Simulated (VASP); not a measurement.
# Al2O3 (P-3m1) in VASP: notebook

Al2O3 is run at these levels: PBEsol; tasks: single point.

Program: VASP 6.6.1. These are calculated values, not measurements. Logs are shortened: lines on timing, memory, paths and dates and some standing lists are left out, and cuts for length are marked.

### 1 The cell of the first run

The structure is trigonal, space group P-3m1 (No. 164). The conventional cell has a = 3.259 Å, b = 3.259 Å, c = 7.878 Å, α = 90.00°, β = 90.00°, γ = 120.00°. Al (site symmetry 3m) has 4 O at 1.75 to 1.98 Å within 2.3 Å. O (site symmetry 3m) has 3 Al at 1.98 Å within 2.6 Å. Within 2.3 Å of O (site symmetry -3m) lie 2 Al at 1.75 Å.

### 2 Single point, PBEsol (strain +0.080 along x and y, +0.040 along z)

Input file INCAR:

```
SYSTEM = Al2O3
ALGO = Normal
EDIFF = 1E-6
ENCUT = 520
GGA = PS
ISIF = 2
ISMEAR = 0
LASPH = .True.
LCHARG = .False.
LREAL = .False.
LWAVE = .False.
NBANDS = 20
NELM = 60
PREC = Accurate
SIGMA = 0.05
```

Input file KPOINTS:

```
k-points
0
Gamma
  12 12 4
  0 0 0
```

Input file POSCAR:

```
Al2O3
1.0
    3.2588811475      0.0000000000      0.0000000000
   -1.6294405738      2.8222738617      0.0000000000
    0.0000000000      0.0000000000      7.8776214423
Al O
2 3
Direct
    0.0000000000      0.0000000000      0.2779510000
    0.0000000000      0.0000000000      0.7220490000
    0.3333333333      0.6666666667      0.1994540000
    0.6666666667      0.3333333333      0.8005460000
    0.0000000000      0.0000000000      0.5000000000
```

Potentials or basis: VASP PAW PBE potentials, release 64 (Al, O).

On the command line:

```bash
$ cat potpaw_PBE.64/Al/POTCAR potpaw_PBE.64/O/POTCAR > POTCAR
$ mpirun -np 1 vasp_std > vasp.out
```

OUTCAR:

```text
SYSTEM = Al2O3
   EDIFF = 1E-6
   ENCUT = 520
   GGA = PS
   ISIF = 2
   ISMEAR = 0
   LASPH = .True.
   LREAL = .False.
   NELM = 60
   PREC = Accurate

 ion  position               nearest neighbor table
   1  0.000  0.000  0.278-   5 1.75   3 1.98   3 1.98   3 1.98
   2  0.000  0.000  0.722-   5 1.75   4 1.98   4 1.98   4 1.98
   3  0.333  0.667  0.199-   1 1.98   1 1.98   1 1.98
   4  0.667  0.333  0.801-   2 1.98   2 1.98   2 1.98
   5  0.000  0.000  0.500-   1 1.75   2 1.75

  LATTYP: Found a hexagonal cell.
 ALAT       =     3.2588811475
 C/A-ratio  =     2.4172779202

  Lattice vectors:

 A1 = (   3.2588811475,   0.0000000000,   0.0000000000)
 A2 = (  -1.6294405738,   2.8222738617,   0.0000000000)
 A3 = (   0.0000000000,   0.0000000000,   7.8776214423)

Analysis of symmetry for initial positions (statically):
=====================================================================
 Subroutine PRICEL returns:
 Original cell was already a primitive cell.

 Routine SETGRP: Setting up the symmetry group for a
 hexagonal supercell.

 Subroutine GETGRP returns: Found 12 space group operations
 (whereof 12 operations were pure point group operations)
 out of a pool of 24 trial point group operations.

The static configuration has the point symmetry D_3d.

Analysis of symmetry for dynamics (positions and initial velocities):
=====================================================================
 Subroutine PRICEL returns:
 Original cell was already a primitive cell.

 Routine SETGRP: Setting up the symmetry group for a
 hexagonal supercell.

 Subroutine GETGRP returns: Found 12 space group operations
 (whereof 12 operations were pure point group operations)
 out of a pool of 24 trial point group operations.

The dynamic configuration has the point symmetry D_3d.

 Subroutine INISYM returns: Found 12 space group operations
 (whereof 12 operations are pure point group operations),
 and found     1 'primitive' translations

----------------------------------------------------------------------------------------

                                     Primitive cell

  volume of cell :      72.4541

  direct lattice vectors                    reciprocal lattice vectors
     3.258881147  0.000000000  0.000000000     0.306853780  0.177162113  0.000000000
    -1.629440574  2.822273862  0.000000000     0.000000000  0.354324225  0.000000000
     0.000000000  0.000000000  7.877621442     0.000000000  0.000000000  0.126941870

  length of vectors
     3.258881147  3.258881148  7.877621442     0.354324225  0.354324225  0.126941870

  position of ions in fractional coordinates (direct lattice)
     0.000000000  0.000000000  0.277951000
     0.000000000  0.000000000  0.722049000
     0.333333333  0.666666667  0.199454000
     0.666666667  0.333333333  0.800546000
     0.000000000  0.000000000  0.500000000

  ion indices of the primitive-cell ions
   primitive index   ion index
                 1           1
                 2           2
                 3           3
                 4           4
                 5           5

----------------------------------------------------------------------------------------

 KPOINTS: k-points

Automatic generation of k-mesh.
 Grid dimensions read from file:
 generate k-points for:   12   12    4

 Generating k-lattice:

  Cartesian coordinates                     Fractional coordinates (reciprocal lattice)
     0.025571148  0.014763509  0.000000000     0.083333333  0.000000000  0.000000000
     0.000000000  0.029527019  0.000000000     0.000000000  0.083333333  0.000000000
     0.000000000  0.000000000  0.031735468     0.000000000  0.000000000  0.250000000

  Length of vectors
     0.029527019  0.029527019  0.031735468

  Shift w.r.t. Gamma in fractional coordinates (k-lattice)
     0.000000000  0.000000000  0.000000000

 Subroutine IBZKPT returns following result:
 ===========================================

 Found     69 irreducible k-points:

 Following reciprocal coordinates:
            Coordinates               Weight
  0.000000  0.000000  0.000000      1.000000
  0.083333  0.000000  0.000000      6.000000
  0.166667  0.000000  0.000000      6.000000
  0.250000  0.000000  0.000000      6.000000
  0.333333  0.000000  0.000000      6.000000
  0.416667  0.000000  0.000000      6.000000
[... 16 lines left out ...]
  0.166667  0.000000  0.250000      6.000000
  0.000000  0.166667  0.250000      6.000000
 [... further k-points ...]
   k-points           NKPTS =     69   k-points in BZ     NKDIM =     69   number of bands    NBANDS=     20
   number of dos      NEDOS =    301   number of ions     NIONS =      5
   total plane-waves  NPLWV =  34560
   dimension x,y,z NGX =    24 NGY =   24 NGZ =   60
   dimension x,y,z NGXF=    48 NGYF=   48 NGZF=  120
   ions per type =               2   3
   NGX,Y,Z   is equivalent  to a cutoff of  12.24, 12.24, 12.66 a.u.
   NGXF,Y,Z  is equivalent  to a cutoff of  24.49, 24.49, 25.32 a.u.
 SYSTEM =  Al2O3
   PREC   = accura    normal or accurate (medium, high low for compatibility)
   ISTART =      0    job   : 0-new  1-cont  2-samecut
   ICHARG =      2    charge: 1-file 2-atom 10-const
   ISPIN  =      1    spin polarized calculation?
   LNONCOLLINEAR =      F non collinear calculations
   LSORBIT =      F    spin-orbit coupling
   LASPH  =      T    aspherical Exc in radial PAW
   ENCUT  =  520.0 eV  38.22 Ry    6.18 a.u.   6.06  6.06 14.65*2*pi/ulx,y,z
   NELM   =     60;   NELMIN=  2; NELMDL= -5     # of ELM steps
   EDIFF  = 0.1E-05   stopping-criterion for ELM
   LREAL  =      F    real-space projection
   EDIFFG = 0.1E-04   stopping-criterion for IOM
   NSW    =      0    number of steps for IOM
   IBRION =     -1    ionic relax: 0-MD 1-quasi-New 2-CG
   NFREE  =      0    steps in history (QN), initial steepest desc. (CG)
   ISIF   =      2    stress and relaxation
   ISYM   =      2    0-nonsym 1-usesym 2-fastsym
   POTIM  = 0.5000    time-step for ionic-motion
   TEBEG  =    0.0;   TEEND  =   0.0 temperature during run
   PSTRESS=    0.0 pullay stress
   NELECT =      24.0000    total number of electrons
   NUPDOWN=      -1.0000    fix difference up-down
   EMIN   =  10.00;   EMAX   =-10.00  energy-range for DOS
   EFERMI =   0.00;   METHOD = LEGACY
   ISMEAR =     0;   SIGMA  =   0.05  broadening in eV -4-tet -1-fermi 0-gaus
   EFERMI_NEDOS =   21; number of points for ismear=-14 and -15
   IALGO  =     38    algorithm
   IMIX   =      4    mixing-type and parameters
     AMIX     =   0.40;   BMIX     =  1.00
     AMIX_MAG =   1.60;   BMIX_MAG =  1.00
  volume/ion in A,a.u.               =      14.49        97.79
  Fermi-wavevector in a.u.,A,eV,Ry     =   1.132725  2.140539 17.457158  1.283065
  Thomas-Fermi vector in A             =   2.269426
   LORBIT       =      0    0 simple, 1 ext, 2 COOP (PROOUT), +10 PAW based schemes
   GGA     = PS    functional components
   LHFCALC =     F    Hartree Fock is set to
   AEXX    =    0.0000 exact exchange contribution
   IVDW    =     0    specifies the selected vdW correction
   LEPSILON=     F    determine dielectric tensor
   LRPA    =     F    only Hartree local field effects (RPA)
 non-spin polarized calculation
 Gauss-broadening in eV      SIGMA  =   0.05
  energy-cutoff  :      520.00
  volume of cell :       72.45
 maximum number of plane-waves:      1977
   NGX = 13   NGY = 13   NGZ = 29

 number of electron      24.0000018 magnetization

 Free energy of the ion-electron system (eV)
  ---------------------------------------------------
  ext. energy  EPLUGINS =         0.00000000
  ---------------------------------------------------
  free energy    TOTEN  =       -36.50922925 eV

  energy without entropy =      -36.50922925  energy(sigma->0) =      -36.50922925

 E-fermi :   2.1994     XC(G=0):  -9.1235

 val. band max:        1.9756568431   @ k =   0.0000   0.0000   0.0000
 cond. band min:       3.2659852339   @ k =   0.0000   0.0000   0.0000
 fundamental gap:      1.2903283908
 Fermi energy:         2.1994256101

 k-point     1 :       0.0000    0.0000    0.0000
  band No.  band energies     occupation
      1     -16.1552      2.00000
      2     -15.9987      2.00000
      3     -14.2001      2.00000
      4      -3.1644      2.00000
      5      -1.3709      2.00000
      6      -1.0062      2.00000
[... 12 lines left out ...]
     19      12.3767      0.00000
     20      12.8097      0.00000

 k-point     2 :       0.0833    0.0000    0.0000
  band No.  band energies     occupation
      1     -16.1176      2.00000
      2     -15.9666      2.00000
      3     -14.1852      2.00000
      4      -3.1638      2.00000
      5      -1.3506      2.00000
      6      -1.2783      2.00000
[... 12 lines left out ...]
     19      12.5008      0.00000
     20      12.5705      0.00000

 k-point     3 :       0.1667    0.0000    0.0000
  band No.  band energies     occupation
      1     -16.0127      2.00000
      2     -15.8780      2.00000
      3     -14.1452      2.00000
      4      -3.2119      2.00000
      5      -1.9383      2.00000
      6      -1.5636      2.00000
[... 12 lines left out ...]
     19      12.6743      0.00000
     20      12.8143      0.00000

 k-point     4 :       0.2500    0.0000    0.0000
  band No.  band energies     occupation
      1     -15.8618      2.00000
      2     -15.7534      2.00000
      3     -14.0918      2.00000
      4      -3.4257      2.00000
      5      -2.6574      2.00000
      6      -1.7920      2.00000
[... 12 lines left out ...]
     19      12.9180      0.00000
     20      13.1559      0.00000

 k-point     5 :       0.3333    0.0000    0.0000
  band No.  band energies     occupation
      1     -15.7000      2.00000
      2     -15.6251      2.00000
      3     -14.0405      2.00000
      4      -3.7764      2.00000
      5      -3.2712      2.00000
      6      -1.7918      2.00000
[... 12 lines left out ...]
     19      12.9533      0.00000
     20      13.3674      0.00000

 k-point     6 :       0.4167    0.0000    0.0000
  band No.  band energies     occupation
      1     -15.5703      2.00000
      2     -15.5320      2.00000
      3     -14.0051      2.00000
      4      -4.0723      2.00000
      5      -3.6793      2.00000
      6      -1.7205      2.00000
[... 12 lines left out ...]
     19      12.6394      0.00000
     20      13.4380      0.00000

 k-point     7 :       0.5000    0.0000    0.0000
  band No.  band energies     occupation
      1     -15.5137      2.00000
      2     -15.5046      2.00000
      3     -13.9926      2.00000
      4      -4.1837      2.00000
      5      -3.8223      2.00000
      6      -1.6901      2.00000
[... 12 lines left out ...]
     19      12.5248      0.00000
     20      13.4484      0.00000
[... 277 lines left out ...]
 k-point    20 :       0.0000    0.0000    0.2500
  band No.  band energies     occupation
      1     -16.1346      2.00000
      2     -16.0217      2.00000
      3     -14.1965      2.00000
      4      -3.2140      2.00000
      5      -1.1512      2.00000
      6      -1.0125      2.00000
[... 12 lines left out ...]
     19      12.8739      0.00000
     20      12.9200      0.00000

 k-point    21 :       0.0833    0.0000    0.2500
  band No.  band energies     occupation
      1     -16.0979      2.00000
      2     -15.9890      2.00000
      3     -14.1820      2.00000
      4      -3.2011      2.00000
      5      -1.3017      2.00000
      6      -1.2932      2.00000
[... 12 lines left out ...]
     19      12.4540      0.00000
     20      13.0409      0.00000

 k-point    22 :       0.0000    0.0833    0.2500
  band No.  band energies     occupation
      1     -16.0977      2.00000
      2     -15.9892      2.00000
      3     -14.1820      2.00000
      4      -3.2022      2.00000
      5      -1.3284      2.00000
      6      -1.2808      2.00000
[... 12 lines left out ...]
     19      12.4729      0.00000
     20      13.0199      0.00000

 k-point    23 :       0.1667    0.0000    0.2500
  band No.  band energies     occupation
      1     -15.9952      2.00000
      2     -15.8975      2.00000
      3     -14.1428      2.00000
      4      -3.2147      2.00000
      5      -1.9454      2.00000
      6      -1.6776      2.00000
[... 12 lines left out ...]
     19      12.7770      0.00000
     20      13.5549      0.00000

 k-point    24 :       0.0000    0.1667    0.2500
  band No.  band energies     occupation
      1     -15.9941      2.00000
      2     -15.8987      2.00000
      3     -14.1427      2.00000
      4      -3.2249      2.00000
      5      -1.9136      2.00000
      6      -1.7270      2.00000
[... 12 lines left out ...]
     19      12.8091      0.00000
     20      13.4393      0.00000

 [... further k-points ...]
[... 5 lines left out ...]
  --------------------------------------------------------------------------------------
  -------------------------------------------------------------------------------------
  Total      -11.2480361    -11.2480361     -8.4344759      0.0000000     -0.0000000     -0.0000000
  in kB     -248.7278993   -248.7278993   -186.5116237      0.0000000     -0.0000000     -0.0000000
  external PRESSURE =    -227.9891408 kB  Pullay stress =       0.0000000 kB

 VOLUME and BASIS-vectors are now :
 -----------------------------------------------------------------------------
  energy-cutoff  :      520.00
  volume of cell :       72.45
      direct lattice vectors                 reciprocal lattice vectors
     3.258881147  0.000000000  0.000000000     0.306853780  0.177162113  0.000000000
    -1.629440574  2.822273862  0.000000000     0.000000000  0.354324225  0.000000000
     0.000000000  0.000000000  7.877621442     0.000000000  0.000000000  0.126941870

 POSITION                                       TOTAL-FORCE (eV/Angst)
 -----------------------------------------------------------------------------------
      0.00000      0.00000      2.18959        -0.000000      0.000000      0.744106
      0.00000      0.00000      5.68803         0.000000     -0.000000     -0.744106
     -0.00000      1.88152      1.57122         0.000000      0.000000      1.220961
      1.62944      0.94076      6.30640        -0.000000      0.000000     -1.220961
      0.00000      0.00000      3.93881        -0.000000      0.000000      0.000000
 -----------------------------------------------------------------------------------
    total drift:                                0.000000      0.000000     -0.000000

  FREE ENERGIE OF THE ION-ELECTRON SYSTEM (eV)
  ---------------------------------------------------
  free  energy   TOTEN  =       -36.5092292489 eV

  energy  without entropy=      -36.5092292489  energy(sigma->0) =      -36.50922925
```

Wall time 29 s (1 thread of Intel Xeon 6975P-C (Granite Rapids), shared host); peak memory 0.22 GiB.

What came out:

| Item | Value |
| --- | --- |
| Free energy | -36.5092 eV |
| Pressure | -22.8 GPa |
| Largest force | 1.221 eV/Å |
| Band gap on the k mesh | 1.29 eV, direct |

Forces on the atoms (eV/Å):
```
Al   0.000  0.000  0.744
Al   0.000  0.000 -0.744
O    0.000  0.000  1.221
O    0.000  0.000 -1.221
O    0.000  0.000  0.000
```

Levels at points of the mesh, in eV from the valence-band top:
| k point | band 8 | band 9 | band 10 | band 11 | band 12 | band 13 | band 14 | band 15 | band 16 | band 17 |
| --- | --- | --- | --- | --- | --- | --- | --- | --- | --- | --- |
| (0.00, 0.00, 0.00) | -2.97 | -2.97 | -1.69 | 0.00 | 0.00 | 1.29 | 3.06 | 6.58 | 9.61 | 9.91 |
| (0.50, 0.00, 0.00) | -3.47 | -2.88 | -2.24 | -1.12 | -0.32 | 4.34 | 5.49 | 6.71 | 7.98 | 8.10 |
| (0.00, 0.00, 0.50) | -2.96 | -2.74 | -2.39 | 0.00 | 0.00 | 2.20 | 2.22 | 7.18 | 8.07 | 10.32 |
| (0.50, 0.00, 0.50) | -3.53 | -2.73 | -2.42 | -1.06 | -0.32 | 4.66 | 5.05 | 6.68 | 7.58 | 9.12 |

Caveat: the cell differs from its parent crystal (strain +0.080 along x and y, +0.040 along z); the PAW data sets were made with another functional, which shifts forces and pressure a little. A k mesh can miss the band edges.

### 3 Single point, PBEsol (strain +0.080 along x and y, +0.080 along z)

Input file INCAR:

```
SYSTEM = Al2O3
PREC = Accurate
ENCUT = 520
EDIFF = 1E-6
ISMEAR = 0
SIGMA = 0.05
LREAL = .False.
LASPH = .True.
NELM = 80
ALGO = Normal
ISIF = 2
LWAVE = .False.
LCHARG = .True.
GGA = PS
LELF = .True.
LVHAR = .True.
NBANDS = 20
```

Input file KPOINTS:

```
Automatic mesh
0
Gamma
  12 12 4
  0 0 0
```

Edit POSCAR of step 2 so:

```diff
@@ -4,3 +4,3 @@
    -1.6294405738      2.8222738617      0.0000000000
-    0.0000000000      0.0000000000      7.8776214423
+    0.0000000000      0.0000000000      8.1806068824
 Al O
```

Potentials or basis: VASP PAW PBE potentials, release 64 (Al, O).

On the command line:

```bash
$ cat potpaw_PBE.64/Al/POTCAR potpaw_PBE.64/O/POTCAR > POTCAR
$ mpirun -np 1 vasp_std > vasp.out
```

Run time: 32 s. Hardware: 1 thread of Intel Xeon 6975P-C (Granite Rapids), shared host; peak memory 0.22 GiB.

It converged, with:

```
Free energy            : -36.0936 eV
Pressure               : -25.6 GPa
Largest force          : 1.726 eV/Å
Band gap on the k mesh : 0.73 eV, direct
```

Forces in eV/Å, atoms in the order of the input:
```
Al   0.000  0.000  1.726
Al   0.000  0.000 -1.726
O    0.000  0.000  1.457
O    0.000  0.000 -1.457
O    0.000  0.000  0.000
```

Stress tensor (GPa, compression positive):
```
-24.06   0.00   0.00
  0.00 -24.06   0.00
  0.00   0.00 -28.82
```

Levels at points of the mesh, in eV from the valence-band top:
| k point | band 8 | band 9 | band 10 | band 11 | band 12 | band 13 | band 14 | band 15 | band 16 | band 17 |
| --- | --- | --- | --- | --- | --- | --- | --- | --- | --- | --- |
| (0.00, 0.00, 0.00) | -3.43 | -3.43 | -2.16 | 0.00 | 0.00 | 0.73 | 2.44 | 5.93 | 8.77 | 9.15 |
| (0.50, 0.00, 0.00) | -3.85 | -3.10 | -2.77 | -1.41 | -0.34 | 3.84 | 4.88 | 5.93 | 7.34 | 7.41 |
| (0.00, 0.00, 0.50) | -3.43 | -3.35 | -2.72 | 0.00 | 0.00 | 1.51 | 1.71 | 6.54 | 7.35 | 9.84 |
| (0.50, 0.00, 0.50) | -3.89 | -2.97 | -2.91 | -1.38 | -0.34 | 4.07 | 4.55 | 5.84 | 7.03 | 8.36 |

Caveat: the cell differs from its parent crystal (strain +0.080 along x and y, +0.080 along z); the PAW data sets were made with another functional, which shifts forces and pressure a little.
